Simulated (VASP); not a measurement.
A run of VASP 6.6.1:

The input POSCAR:

```
BaOs3
1.0
    4.1645791730      0.0000000000      0.0000000000
    0.0000000000      4.1645791730      0.0000000000
    0.0000000000      0.0000000000      4.1645791730
Ba Os
1 3
Direct
    0.0000000000      0.0000000000      0.0000000000
    0.0000000000      0.5000000000      0.5000000000
    0.5000000000      0.0000000000      0.5000000000
    0.5000000000      0.5000000000      0.0000000000
```

The input INCAR.step1:

```
ALGO = Normal ; EDIFF = 1E-5
ENCUT = 620 ; GGA = PE
GGA_COMPAT = False ; ISMEAR = 0
LASPH = True ; LCHARG = False
LREAL = False ; LWAVE = True
NBANDS = 37 ; NELM = 120
PREC = Accurate ; SIGMA = 0.1
```

File INCAR.step2:

```
ALGO = Normal ; EDIFF = 1E-6
ENCUT = 620 ; GGA_COMPAT = False
ISIF = 2 ; ISMEAR = 0
ISTART = 1 ; LASPH = True
LCHARG = True ; LELF = True
LMIXTAU = True ; LREAL = False
LVHAR = True ; LWAVE = False
METAGGA = R2SCAN ; NBANDS = 37
NELM = 120 ; PREC = Accurate
SIGMA = 0.1
```

File KPOINTS:

```
k-points
0
Gamma
  12 12 12
```

Potentials or basis: VASP PAW PBE potentials, release 64 (Ba_sv, Os_sv_GW).

Launch:

```bash
$ cat potpaw_PBE.64/Ba_sv/POTCAR potpaw_PBE.64/Os_sv_GW/POTCAR > POTCAR
$ cp INCAR.step1 INCAR
$ mpirun -np 1 vasp_std > vasp.out
$ cp INCAR.step2 INCAR
$ mpirun -np 1 vasp_std > vasp.out
```

Hardware: 1 thread of Intel(R) Xeon(R) 6975P-C (Granite Rapids), with other jobs on the host.

Estimate the wall time of this run.

Wall time 9.2 min on 1 thread of Intel(R) Xeon(R) 6975P-C (Granite Rapids), on a shared host, peak memory 0.39 GiB. Counts: k points 84.
